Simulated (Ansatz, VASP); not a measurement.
## TlHgClO2: VASP beside Ansatz

The input POSCAR:

```
TlHgClO2
1.0
   -5.4284910000      0.0000000000      0.0000000000
    0.0000000000     -5.3783260000      0.0000000000
    2.7142460000      0.0000000000      5.9933360000
Hg Tl Cl O
2 2 2 4
Direct
    0.3850000000      0.7500000000      0.7700000000
    0.6150000000      0.2500000000      0.2300000000
    0.0900000000      0.7500000000      0.1800000000
    0.9100000000      0.2500000000      0.8200000000
    0.7500000000      0.7500000000      0.5000000000
    0.2500000000      0.2500000000      0.5000000000
    0.7500000000      0.0000000000      0.0000000000
    0.2500000000      0.5000000000      0.0000000000
    0.2500000000      0.0000000000      0.0000000000
    0.7500000000      0.5000000000      0.0000000000
```

The input INCAR.step1:

```
SYSTEM = TlHgClO2
PREC     = Accurate       ! precision mode
ENCUT    = 520            ! plane-wave cutoff, eV
ISMEAR   = -4             ! smearing method
SIGMA    = 0.1            ! smearing width, eV
LREAL    = .False.        ! projectors in reciprocal space
LASPH    = .True.         ! aspherical terms in the spheres
NELM     = 80             ! most SCF steps
NBANDS   = 55             ! bands
GGA      = PE             ! functional
ALGO     = Normal         ! electronic algorithm
EDIFF    = 1E-4           ! SCF threshold, eV
LWAVE    = .True.         ! write WAVECAR
LCHARG   = .False.        ! write CHGCAR
```

INCAR.step2

```
SYSTEM = TlHgClO2
PREC     = Accurate       ! precision mode
ENCUT    = 520            ! plane-wave cutoff, eV
EDIFF    = 1E-7           ! SCF threshold, eV
ISMEAR   = -4             ! smearing method
SIGMA    = 0.1            ! smearing width, eV
LREAL    = .False.        ! projectors in reciprocal space
LASPH    = .True.         ! aspherical terms in the spheres
NELM     = 80             ! most SCF steps
ALGO     = Normal         ! electronic algorithm
ISIF     = 2              ! what is computed and relaxed
LWAVE    = .False.        ! write WAVECAR
LCHARG   = .False.        ! write CHGCAR
METAGGA  = R2SCAN         ! meta-GGA
LMIXTAU  = .True.       
NBANDS   = 55             ! bands
ISTART   = 1
```

File KPOINTS:

```
regular mesh
0
Gamma
  4 4 4
  0 0 0
```

Input for Ansatz:

```yaml
crystal:
  lattice:
    - [-5.428491, 0.0, 0.0]
    - [0.0, -5.378326, 0.0]
    - [2.714246, 0.0, 5.993336]
  atoms:
    - { symbol: Hg, position: [0.385, 0.75, 0.77] }
    - { symbol: Hg, position: [0.615, 0.25, 0.23] }
    - { symbol: Tl, position: [0.09, 0.75, 0.18] }
    - { symbol: Tl, position: [0.91, 0.25, 0.82] }
    - { symbol: Cl, position: [0.75, 0.75, 0.5] }
    - { symbol: Cl, position: [0.25, 0.25, 0.5] }
    - { symbol: O, position: [0.75, 0.0, 0.0] }
    - { symbol: O, position: [0.25, 0.5, 0.0] }
    - { symbol: O, position: [0.25, 0.0, 0.0] }
    - { symbol: O, position: [0.75, 0.5, 0.0] }
  symmetry: { tolerance: 0.0003 }
kpoints:
  mp_grid: { grid: [4, 4, 4], shift: [0, 0, 0] }
magnetization:
  spin_polarized: false
scf:
  occupations: { method: tetrahedron_uncorrected }
hamiltonian:
  pseudopotentials: { kind: paw }
  xc: r2scan
basis:
  ecutwfc: 500
output:
  forces: true
  stress: true
  eigenvalues: true
```

Alike in both runs: task single point; functional r2SCAN; k mesh 4 × 4 × 4; no spin polarisation.

|  | VASP | Ansatz |
| --- | --- | --- |
| version | VASP 6.6.1 | Ansatz 0.2.0 |
| potentials or method | VASP PAW PBE potentials, release 64 (Hg, Tl_d, Cl, O), cutoff 520 eV | PAW plane waves |
| occupations | tetrahedron | tetrahedron-uncorrected |
| valence electrons in the cell | 88 | 104 |

```tsv
	VASP	Ansatz	Ansatz less VASP
gap on the k mesh at the Fermi level (eV)	none	none	-
pressure (GPa)	2.0	1.3	-0.76
traceless stress, the component that is largest in VASP (GPa)	-6.36	-6.14	+0.220
rms of the force components (eV/Å)	0.346	0.385	+0.0391
```

VASP's potentials were made for PBE, not for r2SCAN. Atom by atom the forces differ by 0.042 eV/Å (rms over components). A gap of «none» marks a metal or a gap that the smearing closes. VASP's potentials hold 88 valence electrons a cell and Ansatz's 104, so a difference there can come from the potentials and not from the codes. Ansatz's warnings: band table not solved further.

Spin-orbit coupling is off throughout.
